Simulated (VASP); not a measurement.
Write the native input for VASP 6.6.1 that does the following.

- Task: single point
- Functional: PBE
- Potentials or basis: VASP PAW PBE potentials, release 64 (Te, As)
- Cutoff: 500 eV
- k mesh: 5 × 5 × 5
- Occupations: gaussian, width 0.2 eV
- Spin: no spin polarisation
- Dipole correction: no
- Further INCAR settings: ALGO = Normal; EDIFF = 1e-06; NBANDS = 16

The structure of Te2As lies in POSCAR:

```
Te2As
1.0
   -2.7431700893      2.7431700893      3.9492368241
    2.7431700893     -2.7431700893      3.9492368241
    2.7431700893      2.7431700893     -3.9492368241
Te As
2 1
Direct
    0.8215843404      0.8215843404      0.0000000000
    0.1784156596      0.1784156596      0.0000000000
    0.5000000000      0.5000000000      0.0000000000
```

The cell was generated, and may not be a known phase.

One way to write it, as run:

INCAR

```
SYSTEM = Te2As
ALGO = Normal ; EDIFF = 1E-6
ENCUT = 500 ; GGA = PE
GGA_COMPAT = .FALSE. ; ISIF = 2
ISMEAR = 0 ; LASPH = .TRUE.
LCHARG = .FALSE. ; LREAL = .FALSE.
LWAVE = .FALSE. ; NBANDS = 16
NELM = 120 ; PREC = Accurate
SIGMA = 0.2
```

KPOINTS

```
k-points
0
G
  5 5 5
  0 0 0
```

Potentials or basis: VASP PAW PBE potentials, release 64 (Te, As).

Command:

```bash
$ cat potpaw_PBE.64/Te/POTCAR potpaw_PBE.64/As/POTCAR > POTCAR
$ mpirun -np 1 vasp_std > vasp.out
```

It gave:

| Item | Value |
| --- | --- |
| Pressure | 0.2 GPa |
| Band gap on the k mesh | zero (an odd number of electrons rules out a gap without spin polarisation) |

Caveat: spin-orbit coupling is left out, which moves the levels of the heavy elements; this functional lacks dispersion, which binds layers or chains, so the pressure and a relaxed spacing across them are unreliable; an odd number of electrons without spin polarisation forces a metal; a magnetic or distorted state may lie lower.

Wall time 38 s on 1 thread of Intel Xeon 8259CL (shared host), peak memory 0.25 GiB.
